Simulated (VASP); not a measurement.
# SiGeW3 (Pm-3m) in VASP: relaxation of cell and atoms with PBE

Aim: the relaxation of cell and atoms of SiGeW3 with PBE.

Program: VASP 6.6.1. These are calculated values, not measurements. Logs are shortened: lines on timing, memory, paths and dates and some standing lists are left out, and cuts for length are marked.

## Step 1: The cell of the first run

Symmetry: Pm-3m, No. 221, cubic system. Conventional cell: a = 4.499 Å, b = 4.499 Å, c = 4.499 Å, α = 90.00°, β = 90.00°, γ = 90.00°. Si (site symmetry m-3m) has 6 W at 2.25 Å within 3.0 Å. Within 4.2 Å of Ge (site symmetry m-3m) lie 12 W at 3.18 Å and 8 Si at 3.90 Å. W (site symmetry 4/mmm) has 2 Si at 2.25 Å within 3.0 Å.

## Step 2: Relaxation of cell and atoms, PBE

INCAR

```
SYSTEM = SiGeW3
ALGO     = Fast           ! electronic algorithm
EDIFF    = 1E-6           ! SCF threshold, eV
EDIFFG   = -0.01          ! ionic threshold
ENCUT    = 600            ! plane-wave cutoff, eV
GGA      = PE             ! functional
IBRION   = 2              ! ionic algorithm
ISIF     = 3              ! what is computed and relaxed
ISMEAR   = 0              ! smearing method
LASPH    = .True.         ! aspherical terms in the spheres
LCHARG   = .False.        ! write CHGCAR
LREAL    = .False.        ! projectors in reciprocal space
LWAVE    = .False.        ! write WAVECAR
NELM     = 80             ! most SCF steps
NSW      = 100            ! ionic steps
PREC     = Accurate       ! precision mode
SIGMA    = 0.1            ! smearing width, eV
```

KPOINTS

```
k-points
0
Gamma
  8 8 8
  0 0 0
```

POSCAR

```
SiGeW3
1.0
    4.4987047444      0.0000000000      0.0000000000
    0.0000000000      4.4987047444      0.0000000000
    0.0000000000      0.0000000000      4.4987047444
Si Ge W
1 1 3
Direct
    0.5000000000      0.5000000000      0.5000000000
    0.0000000000      0.0000000000      0.0000000000
    0.0000000000      0.5000000000      0.5000000000
    0.5000000000      0.0000000000      0.5000000000
    0.5000000000      0.5000000000      0.0000000000
```

Potentials or basis: VASP PAW PBE potentials, release 64 (Si, Ge_d, W_sv).

Launch:

```
$ cat potpaw_PBE.64/Si/POTCAR potpaw_PBE.64/Ge_d/POTCAR potpaw_PBE.64/W_sv/POTCAR > POTCAR
$ mpirun -np 1 vasp_std > vasp.out
```

OUTCAR:

```text
SYSTEM = SiGeW3
   EDIFF = 1E-6
   EDIFFG = -0.01
   ENCUT = 600
   GGA = PE
   IBRION = 2
   ISIF = 3
   ISMEAR = 0
   LASPH = .True.
   LREAL = .False.
   NELM = 80
   NSW = 100
   PREC = Accurate

 ion  position               nearest neighbor table
   1  0.500  0.500  0.500-   3 2.25   4 2.25   5 2.25   5 2.25   4 2.25   3 2.25
   2  0.000  0.000  0.000-   3 3.18   4 3.18   5 3.18   3 3.18   4 3.18   3 3.18   5 3.18   3 3.18
                             4 3.18   5 3.18   4 3.18   5 3.18
   3  0.000  0.500  0.500-   1 2.25   1 2.25   4 3.18   5 3.18   2 3.18   5 3.18   2 3.18   4 3.18
                             2 3.18   2 3.18   4 3.18   5 3.18   5 3.18   4 3.18
   4  0.500  0.000  0.500-   1 2.25   1 2.25   3 3.18   5 3.18   2 3.18   5 3.18   2 3.18   3 3.18
                             5 3.18   5 3.18   2 3.18   3 3.18   2 3.18   3 3.18
   5  0.500  0.500  0.000-   1 2.25   1 2.25   3 3.18   4 3.18   2 3.18   3 3.18   4 3.18   2 3.18
                             4 3.18   4 3.18   2 3.18   3 3.18   3 3.18   2 3.18

  LATTYP: Found a simple cubic cell.
 ALAT       =     4.4987047444

  Lattice vectors:

 A1 = (   4.4987047444,   0.0000000000,   0.0000000000)
 A2 = (   0.0000000000,   4.4987047444,   0.0000000000)
 A3 = (   0.0000000000,   0.0000000000,   4.4987047444)

Analysis of symmetry for initial positions (statically):
=====================================================================
 Subroutine PRICEL returns:
 Original cell was already a primitive cell.

 Routine SETGRP: Setting up the symmetry group for a
 simple cubic supercell.

 Subroutine GETGRP returns: Found 48 space group operations
 (whereof 48 operations were pure point group operations)
 out of a pool of 48 trial point group operations.

The static configuration has the point symmetry O_h .

Analysis of symmetry for dynamics (positions and initial velocities):
=====================================================================
 Subroutine PRICEL returns:
 Original cell was already a primitive cell.

 Routine SETGRP: Setting up the symmetry group for a
 simple cubic supercell.

 Subroutine GETGRP returns: Found 48 space group operations
 (whereof 48 operations were pure point group operations)
 out of a pool of 48 trial point group operations.

The dynamic configuration has the point symmetry O_h .

 Subroutine INISYM returns: Found 48 space group operations
 (whereof 48 operations are pure point group operations),
 and found     1 'primitive' translations

[... 103 lines left out ...]
   NSW    =    100    number of steps for IOM
   IBRION =      2    ionic relax: 0-MD 1-quasi-New 2-CG
   NFREE  =      1    steps in history (QN), initial steepest desc. (CG)
   ISIF   =      3    stress and relaxation
   ISYM   =      2    0-nonsym 1-usesym 2-fastsym
   POTIM  = 0.5000    time-step for ionic-motion
   TEBEG  =    0.0;   TEEND  =   0.0 temperature during run
   PSTRESS=    0.0 pullay stress
   NELECT =      60.0000    total number of electrons
   NUPDOWN=      -1.0000    fix difference up-down
   EMIN   =  10.00;   EMAX   =-10.00  energy-range for DOS
   EFERMI =   0.00;   METHOD = LEGACY
   ISMEAR =     0;   SIGMA  =   0.10  broadening in eV -4-tet -1-fermi 0-gaus
   EFERMI_NEDOS =   21; number of points for ismear=-14 and -15
   IALGO  =     68    algorithm
   IMIX   =      4    mixing-type and parameters
     AMIX     =   0.40;   BMIX     =  1.00
     AMIX_MAG =   1.60;   BMIX_MAG =  1.00
  volume/ion in A,a.u.               =      18.21       122.88
  Fermi-wavevector in a.u.,A,eV,Ry     =   1.424638  2.692175 27.614282  2.029592
  Thomas-Fermi vector in A             =   2.545107
   LORBIT       =      0    0 simple, 1 ext, 2 COOP (PROOUT), +10 PAW based schemes
   GGA     = PE    functional components
   LHFCALC =     F    Hartree Fock is set to
   AEXX    =    0.0000 exact exchange contribution
   IVDW    =     0    specifies the selected vdW correction
   LEPSILON=     F    determine dielectric tensor
   LRPA    =     F    only Hartree local field effects (RPA)
 conjugate gradient relaxation of ions
 non-spin polarized calculation
 RMM-DIIS sequential band-by-band and
 Gauss-broadening in eV      SIGMA  =   0.10
  energy-cutoff  :      600.00
  volume of cell :       91.05
 maximum number of plane-waves:      3060
 NGX is ok and might be reduce to    36
   NGX = 17   NGY = 17   NGZ = 17

--------------------------------------- Ionic step        1  -------------------------------------------

 number of electron      59.9999976 magnetization

 Free energy of the ion-electron system (eV)
  ---------------------------------------------------
  ext. energy  EPLUGINS =         0.00000000
  ---------------------------------------------------
  free energy    TOTEN  =       -41.54223254 eV

  energy without entropy =      -41.52583531  energy(sigma->0) =      -41.53403393

------------------------ aborting loop because EDIFF is reached ----------------------------------------

  FORCE on cell =-STRESS in cart. coord.  units (eV):
  Direction    XX          YY          ZZ          XY          YZ          ZX
  --------------------------------------------------------------------------------------
  -------------------------------------------------------------------------------------
  Total        0.2714206      0.2714206      0.2714206      0.0000000     -0.0000000      0.0000000
  in kB        4.7762922      4.7762922      4.7762922      0.0000000     -0.0000000      0.0000000
  external PRESSURE =       4.7762922 kB  Pullay stress =       0.0000000 kB
[... 65 lines left out ...]
--------------------------------------- Ionic step        3  -------------------------------------------

 number of electron      59.9999975 magnetization

 Free energy of the ion-electron system (eV)
  ---------------------------------------------------
  ext. energy  EPLUGINS =         0.00000000
  ---------------------------------------------------
  free energy    TOTEN  =       -41.54262191 eV

  energy without entropy =      -41.52621567  energy(sigma->0) =      -41.53441879

 E-fermi :   8.1860     XC(G=0): -11.9069

 val. band max:        8.1823636753   @ k =   0.5000   0.2500   0.0000
 cond. band min:       8.2088356226   @ k =   0.5000   0.0000   0.0000
 fundamental gap:      0.0264719473
 Fermi energy:         8.1859505300

 k-point     1 :       0.0000    0.0000    0.0000
  band No.  band energies     occupation
      1     -65.8432      2.00000
      2     -65.8184      2.00000
      3     -65.8184      2.00000
      4     -30.2115      2.00000
      5     -30.2115      2.00000
      6     -30.2115      2.00000
[... 925 lines left out ...]
     35       9.7557      0.00000
     36      10.9686      0.00000

 [... further k-points ...]
[... 5 lines left out ...]
  --------------------------------------------------------------------------------------
  -------------------------------------------------------------------------------------
  Total       -0.0102953     -0.0102953     -0.0102953      0.0000000      0.0000000      0.0000000
  in kB       -0.1806347     -0.1806347     -0.1806347      0.0000000      0.0000000      0.0000000
  external PRESSURE =      -0.1806347 kB  Pullay stress =       0.0000000 kB
[... 20 lines left out ...]
  FREE ENERGIE OF THE ION-ELECTRON SYSTEM (eV)
  ---------------------------------------------------
  free  energy   TOTEN  =       -41.5426219147 eV

  energy  without entropy=      -41.5262156713  energy(sigma->0) =      -41.53441879

 reached required accuracy - stopping structural energy minimisation
```

OSZICAR:

```text
N       E                     dE             d eps       ncg     rms          rms(c)
DAV:   1     0.776789984789E+03    0.77679E+03   -0.36359E+04  3008   0.322E+03
DAV:   2     0.316891302669E+02   -0.74510E+03   -0.73226E+03  2568   0.837E+02
DAV:   3    -0.422492802758E+02   -0.73938E+02   -0.70947E+02  2952   0.183E+02
[... 58 lines left out ...]
RMM:   6    -0.415426095106E+02   -0.18823E-04   -0.19087E-04  3502   0.846E-02    0.130E-02
RMM:   7    -0.415426171749E+02   -0.76643E-05   -0.64249E-05  3190   0.397E-02    0.799E-03
RMM:   8    -0.415426198429E+02   -0.26679E-05   -0.29103E-05  2539   0.223E-02    0.211E-03
RMM:   9    -0.415426211803E+02   -0.13374E-05   -0.16259E-05  1972   0.131E-02    0.224E-03
RMM:  10    -0.415426219147E+02   -0.73441E-06   -0.97814E-06  2070   0.101E-02
   3 F= -.41542622E+02 E0= -.41534419E+02  d E =-.389376E-03
```

CONTCAR:

```text
SiGeW3
   1.00000000000000
     4.5031410466760651    0.0000000000000000    0.0000000000000000
     0.0000000000000000    4.5031410466760651    0.0000000000000000
    -0.0000000000000000   -0.0000000000000000    4.5031410466760651
  Si              Ge              W
     1     1     3
Direct
     0.5000000000000000    0.5000000000000000    0.5000000000000000
     0.0000000000000000    0.0000000000000000    0.0000000000000000
     0.0000000000000000    0.5000000000000000    0.5000000000000000
     0.5000000000000000    0.0000000000000000    0.5000000000000000
     0.5000000000000000    0.5000000000000000    0.0000000000000000

  0.00000000E+00  0.00000000E+00  0.00000000E+00
  0.00000000E+00  0.00000000E+00  0.00000000E+00
  0.00000000E+00  0.00000000E+00  0.00000000E+00
  0.00000000E+00  0.00000000E+00  0.00000000E+00
  0.00000000E+00  0.00000000E+00  0.00000000E+00
```

Run time: 6.5 min. Hardware: 1 thread of Intel Xeon Platinum 8259CL at 2.50GHz (Skylake/Cascade Lake), shared host; peak memory 0.3 GiB.

What came out:

```
Free energy                            : -41.5426 eV
Relaxed volume                         : 18.26 Å³/atom
Relaxed cell                           : a = 4.503 Å, b = 4.503 Å, c = 4.503 Å, α = 90.00°, β = 90.00°, γ = 90.00°
Space group after relaxing (to 0.05 Å) : Pm-3m (No. 221)
Energy gained by relaxing              : 0.1 meV/atom
Ionic steps                            : 3
Pressure after relaxing                : 0.0 GPa
Band gap on the k mesh                 : zero (band 30 reaches 8.58 eV, above the bottom of band 31 at 7.29 eV)
```

Step by step:
```csv
step,energy change (eV),largest force (eV/Å),pressure (GPa),volume (Å³)
1,0.0000,0.0000,0.48,91.05
2,0.0007,0.0000,-0.75,91.76
3,-0.0004,0.0000,-0.02,91.32
```

Final structure:
```yaml
crystal:
  lattice:
    - [4.50314, 0.00000, 0.00000]
    - [0.00000, 4.50314, 0.00000]
    - [0.00000, 0.00000, 4.50314]
  atoms:
    - { symbol: Si, position: [0.50000, 0.50000, 0.50000] }
    - { symbol: Ge, position: [0.00000, 0.00000, 0.00000] }
    - { symbol: W, position: [0.00000, 0.50000, 0.50000] }
    - { symbol: W, position: [0.50000, 0.00000, 0.50000] }
    - { symbol: W, position: [0.50000, 0.50000, 0.00000] }
```

Caveat: spin-orbit coupling is left out, which moves the levels of the heavy elements.
